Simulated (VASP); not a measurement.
# ZnS (R3m) in VASP: notebook, part 2 of 3

VASP 6.6.1. The steps go on from the part before.

## 3. Single point, LDA

This run uses another cell than the first one, of 17.99 Å³/atom, 1.045 times its volume.

Contents of INCAR:

```
ALGO = Normal ; EDIFF = 1E-7
ENCUT = 520 ; ISIF = 2
ISMEAR = 0 ; LASPH = True
LCHARG = False ; LREAL = False
LWAVE = False ; NBANDS = 36
NELM = 60 ; PREC = Accurate
SIGMA = 0.01
```

Contents of KPOINTS:

```
k-points
0
Gamma
  6 6 6
```

Contents of POSCAR:

```
ZnS
1.0
    1.8509055901      1.0686212743      9.0956001282
   -1.8509055901      1.0686212743      9.0956001282
    0.0000000000     -2.1372415761      9.0956001282
Zn S
3 3
Direct
    0.9999710000      0.9999710000      0.9999710000
    0.2222690000      0.2222690000      0.2222690000
    0.4446130000      0.4446130000      0.4446130000
    0.0832670000      0.0832670000      0.0832670000
    0.5278420000      0.5278420000      0.5278420000
    0.3053630000      0.3053630000      0.3053630000
```

Potentials or basis: VASP PAW LDA potentials, release 64 (Zn, S).

Run with:

```console
$ cat potpaw_LDA.64/Zn/POTCAR potpaw_LDA.64/S/POTCAR > POTCAR
$ mpirun -np 1 vasp_std > vasp.out
```

OUTCAR:

```text
EDIFF = 1E-7
   ENCUT = 520
   ISIF = 2
   ISMEAR = 0
   LASPH = True
   LREAL = False
   NELM = 60
   PREC = Accurate

 ion  position               nearest neighbor table
   1  1.000  1.000  1.000-   6 2.27   6 2.27   6 2.27   4 2.27
   2  0.222  0.222  0.222-   6 2.27   5 2.27   5 2.27   5 2.27
   3  0.445  0.445  0.445-   4 2.27   4 2.27   4 2.27   5 2.27
   4  0.083  0.083  0.083-   3 2.27   3 2.27   3 2.27   1 2.27
   5  0.528  0.528  0.528-   2 2.27   2 2.27   2 2.27   3 2.27
   6  0.305  0.305  0.305-   2 2.27   1 2.27   1 2.27   1 2.27

  LATTYP: Found a trigonal (rhomboedric) cell.
 ALAT       =     9.3433262077
 COS(alpha) =     0.9215133891

  Lattice vectors:

 A1 = (   1.8509055901,   1.0686212743,   9.0956001282)
 A2 = (  -1.8509055901,   1.0686212743,   9.0956001282)
 A3 = (   0.0000000000,  -2.1372415761,   9.0956001282)

Analysis of symmetry for initial positions (statically):
=====================================================================
 Subroutine PRICEL returns:
 Original cell was already a primitive cell.

 Routine SETGRP: Setting up the symmetry group for a
 trigonal (rhombohedral) supercell.

 Subroutine GETGRP returns: Found  6 space group operations
 (whereof  6 operations were pure point group operations)
 out of a pool of 12 trial point group operations.

The static configuration has the point symmetry C_3v.

Analysis of symmetry for dynamics (positions and initial velocities):
=====================================================================
 Subroutine PRICEL returns:
 Original cell was already a primitive cell.

 Routine SETGRP: Setting up the symmetry group for a
 trigonal (rhombohedral) supercell.

 Subroutine GETGRP returns: Found  6 space group operations
 (whereof  6 operations were pure point group operations)
 out of a pool of 12 trial point group operations.

The dynamic configuration has the point symmetry C_3v.

 Subroutine INISYM returns: Found  6 space group operations
 (whereof  6 operations are pure point group operations),
 and found     1 'primitive' translations

----------------------------------------------------------------------------------------

                                     Primitive cell

  volume of cell :     107.9420

  direct lattice vectors                    reciprocal lattice vectors
     1.850905590  1.068621274  9.095600128     0.270138035  0.155964252  0.036647750
    -1.850905590  1.068621274  9.095600128    -0.270138035  0.155964252  0.036647750
     0.000000000 -2.137241576  9.095600128     0.000000000 -0.311928503  0.036647767

  length of vectors
     9.343326208  9.343326208  9.343326134     0.314073978  0.314073978  0.314073956

  position of ions in fractional coordinates (direct lattice)
     0.999971000  0.999971000  0.999971000
     0.222269000  0.222269000  0.222269000
     0.444613000  0.444613000  0.444613000
     0.083267000  0.083267000  0.083267000
     0.527842000  0.527842000  0.527842000
     0.305363000  0.305363000  0.305363000

  ion indices of the primitive-cell ions
   primitive index   ion index
                 1           1
                 2           2
                 3           3
[... 21 lines left out ...]

  Shift w.r.t. Gamma in fractional coordinates (k-lattice)
     0.000000000  0.000000000  0.000000000

 Subroutine IBZKPT returns following result:
 ===========================================

 Found     32 irreducible k-points:

 Following reciprocal coordinates:
            Coordinates               Weight
  0.000000  0.000000  0.000000      1.000000
  0.166667  0.000000  0.000000      6.000000
  0.333333 -0.000000 -0.000000      6.000000
  0.500000 -0.000000  0.000000      3.000000
  0.166667  0.166667  0.000000      6.000000
  0.333333  0.166667  0.000000     12.000000
[... 16 lines left out ...]
  0.500000  0.500000  0.166667      6.000000
 -0.333333  0.500000  0.166667     12.000000
 [... further k-points ...]
   k-points           NKPTS =     32   k-points in BZ     NKDIM =     32   number of bands    NBANDS=     36
   number of dos      NEDOS =    301   number of ions     NIONS =      6
   total plane-waves  NPLWV = 343000
   dimension x,y,z NGX =    70 NGY =   70 NGZ =   70
   dimension x,y,z NGXF=   140 NGYF=  140 NGZF=  140
   ions per type =               3   3
   NGX,Y,Z   is equivalent  to a cutoff of  12.46, 12.46, 12.46 a.u.
   NGXF,Y,Z  is equivalent  to a cutoff of  24.91, 24.91, 24.91 a.u.
 SYSTEM =  unknown system
   PREC   = accura    normal or accurate (medium, high low for compatibility)
   ISTART =      0    job   : 0-new  1-cont  2-samecut
   ICHARG =      2    charge: 1-file 2-atom 10-const
   ISPIN  =      1    spin polarized calculation?
   LNONCOLLINEAR =      F non collinear calculations
   LSORBIT =      F    spin-orbit coupling
   LASPH  =      T    aspherical Exc in radial PAW
   ENCUT  =  520.0 eV  38.22 Ry    6.18 a.u.  17.37 17.37 17.37*2*pi/ulx,y,z
   NELM   =     60;   NELMIN=  2; NELMDL= -5     # of ELM steps
   EDIFF  = 0.1E-06   stopping-criterion for ELM
   LREAL  =      F    real-space projection
   EDIFFG = 0.1E-05   stopping-criterion for IOM
   NSW    =      0    number of steps for IOM
   IBRION =     -1    ionic relax: 0-MD 1-quasi-New 2-CG
   NFREE  =      0    steps in history (QN), initial steepest desc. (CG)
   ISIF   =      2    stress and relaxation
   ISYM   =      2    0-nonsym 1-usesym 2-fastsym
   POTIM  = 0.5000    time-step for ionic-motion
   TEBEG  =    0.0;   TEEND  =   0.0 temperature during run
   PSTRESS=    0.0 pullay stress
   NELECT =      54.0000    total number of electrons
   NUPDOWN=      -1.0000    fix difference up-down
   EMIN   =  10.00;   EMAX   =-10.00  energy-range for DOS
   EFERMI =   0.00;   METHOD = LEGACY
   ISMEAR =     0;   SIGMA  =   0.01  broadening in eV -4-tet -1-fermi 0-gaus
   EFERMI_NEDOS =   21; number of points for ismear=-14 and -15
   IALGO  =     38    algorithm
   IMIX   =      4    mixing-type and parameters
     AMIX     =   0.40;   BMIX     =  1.00
     AMIX_MAG =   1.60;   BMIX_MAG =  1.00
  volume/ion in A,a.u.               =      17.99       121.40
  Fermi-wavevector in a.u.,A,eV,Ry     =   1.299599  2.455885 22.979648  1.688956
  Thomas-Fermi vector in A             =   2.430852
   LORBIT       =      0    0 simple, 1 ext, 2 COOP (PROOUT), +10 PAW based schemes
   GGA     = CA    functional components
   LHFCALC =     F    Hartree Fock is set to
   AEXX    =    0.0000 exact exchange contribution
   IVDW    =     0    specifies the selected vdW correction
   LEPSILON=     F    determine dielectric tensor
   LRPA    =     F    only Hartree local field effects (RPA)
 non-spin polarized calculation
 Gauss-broadening in eV      SIGMA  =   0.01
  energy-cutoff  :      520.00
  volume of cell :      107.94
 maximum number of plane-waves:      2926
 NGX is ok and might be reduce to    70
   NGX = 35   NGY = 35   NGZ = 35

 number of electron      53.9999999 magnetization

 Free energy of the ion-electron system (eV)
  ---------------------------------------------------
  ext. energy  EPLUGINS =         0.00000000
  ---------------------------------------------------
  free energy    TOTEN  =       -24.56584328 eV

  energy without entropy =      -24.56584328  energy(sigma->0) =      -24.56584328

 E-fermi :   2.9621     XC(G=0): -10.4626

 val. band max:        2.8599184534   @ k =   0.0000   0.0000   0.0000
 cond. band min:       5.2190303478   @ k =   0.0000   0.0000   0.0000
 fundamental gap:      2.3591118944
 Fermi energy:         2.9621247129

 k-point     1 :       0.0000    0.0000    0.0000
  band No.  band energies     occupation
      1     -10.9578      2.00000
      2     -10.1582      2.00000
      3     -10.1486      2.00000
      4      -4.0609      2.00000
      5      -4.0485      2.00000
      6      -4.0485      2.00000
[... 925 lines left out ...]
     35      10.4622      0.00000
     36      11.6790      0.00000

 [... further k-points ...]
[... 5 lines left out ...]
  --------------------------------------------------------------------------------------
  -------------------------------------------------------------------------------------
  Total        2.2031255      2.2031259      2.2890674      0.0000000      0.0000001      0.0000000
  in kB       32.7008662     32.7008729     33.9764967      0.0000000      0.0000012      0.0000000
  external PRESSURE =      33.1260786 kB  Pullay stress =       0.0000000 kB

 VOLUME and BASIS-vectors are now :
 -----------------------------------------------------------------------------
  energy-cutoff  :      520.00
  volume of cell :      107.94
      direct lattice vectors                 reciprocal lattice vectors
     1.850905590  1.068621274  9.095600128     0.270138035  0.155964252  0.036647750
    -1.850905590  1.068621274  9.095600128    -0.270138035  0.155964252  0.036647750
     0.000000000 -2.137241576  9.095600128     0.000000000 -0.311928503  0.036647767

 POSITION                                       TOTAL-FORCE (eV/Angst)
 -----------------------------------------------------------------------------------
      0.00000      0.00000     27.28601         0.000000      0.000000      0.004156
      0.00000      0.00000      6.06501         0.000000      0.000000      0.017762
      0.00000      0.00000     12.13207        -0.000000      0.000000      0.000211
      0.00000      0.00000      2.27209         0.000000     -0.000000     -0.010528
      0.00000      0.00000     14.40312         0.000000     -0.000000     -0.008028
      0.00000      0.00000      8.33238         0.000000     -0.000000     -0.003573
 -----------------------------------------------------------------------------------
    total drift:                                0.000000      0.000002     -0.000055

  FREE ENERGIE OF THE ION-ELECTRON SYSTEM (eV)
  ---------------------------------------------------
  free  energy   TOTEN  =       -24.5658432835 eV

  energy  without entropy=      -24.5658432835  energy(sigma->0) =      -24.56584328
```

OSZICAR:

```text
N       E                     dE             d eps       ncg     rms          rms(c)
DAV:   1     0.421737723832E+03    0.42174E+03   -0.25571E+04  2304   0.187E+03
DAV:   2     0.252885158764E+02   -0.39645E+03   -0.38089E+03  2312   0.416E+02
DAV:   3    -0.240470365093E+02   -0.49336E+02   -0.48700E+02  2584   0.141E+02
DAV:   4    -0.258839631101E+02   -0.18369E+01   -0.18307E+01  2788   0.270E+01
DAV:   5    -0.259124600677E+02   -0.28497E-01   -0.28483E-01  2776   0.341E+00    0.142E+01
DAV:   6    -0.246028906932E+02    0.13096E+01   -0.27883E+00  3328   0.435E+01    0.106E+01
DAV:   7    -0.246248590575E+02   -0.21968E-01   -0.30980E+00  2544   0.870E+00    0.355E+00
DAV:   8    -0.245719153084E+02    0.52944E-01   -0.13128E-01  3012   0.233E+00    0.110E+00
DAV:   9    -0.245657742687E+02    0.61410E-02   -0.54476E-02  2988   0.186E+00    0.358E-01
DAV:  10    -0.245658087575E+02   -0.34489E-04   -0.17077E-03  2884   0.605E-01    0.216E-01
DAV:  11    -0.245658476944E+02   -0.38937E-04   -0.20710E-04  3080   0.361E-01    0.647E-02
DAV:  12    -0.245658424533E+02    0.52411E-05   -0.61112E-05  3008   0.261E-01    0.366E-02
DAV:  13    -0.245658431687E+02   -0.71538E-06   -0.12400E-05  2856   0.317E-02    0.115E-02
DAV:  14    -0.245658432268E+02   -0.58086E-07   -0.12065E-06  2592   0.174E-02    0.816E-03
DAV:  15    -0.245658433678E+02   -0.14106E-06   -0.84482E-07  3044   0.289E-02    0.257E-03
DAV:  16    -0.245658432835E+02    0.84344E-07   -0.28603E-07  1888   0.141E-02
   1 F= -.24565843E+02 E0= -.24565843E+02  d E =-.224382E-49
```

stdout:

```text
POSCAR found type information on POSCAR ZnS
 POSCAR found :  2 types and       6 ions
 scaLAPACK will be used
 LDA part: xc-table for (Slater(with rela. corr.)+CA(PZ))
 , standard interpolation
 POSCAR, INCAR and KPOINTS ok, starting setup
 FFT: planning ... GRIDC
 FFT: planning ... GRID_SOFT
 FFT: planning ... GRID
 WAVECAR not read
 entering main loop
```

It took 7.8 min on 1 thread of Intel Xeon Platinum 8488C (Sapphire Rapids), shared host; peak memory 0.49 GiB.

What came out:

```yaml
Free_energy: -24.5658 eV
Pressure: 3.3 GPa
Largest_force: 0.018 eV/Å
Band_gap_on_the_k_mesh: 2.36 eV, direct
```

Forces on the atoms (eV/Å):
```
Zn   0.000  0.000  0.004
Zn   0.000  0.000  0.018
Zn   0.000  0.000  0.000
S    0.000  0.000 -0.011
S    0.000  0.000 -0.008
S    0.000  0.000 -0.004
```

Stress tensor (GPa, compression positive):
```
3.27 0.00 0.00
0.00 3.27 0.00
0.00 0.00 3.40
```

[end of part 2 of 3]
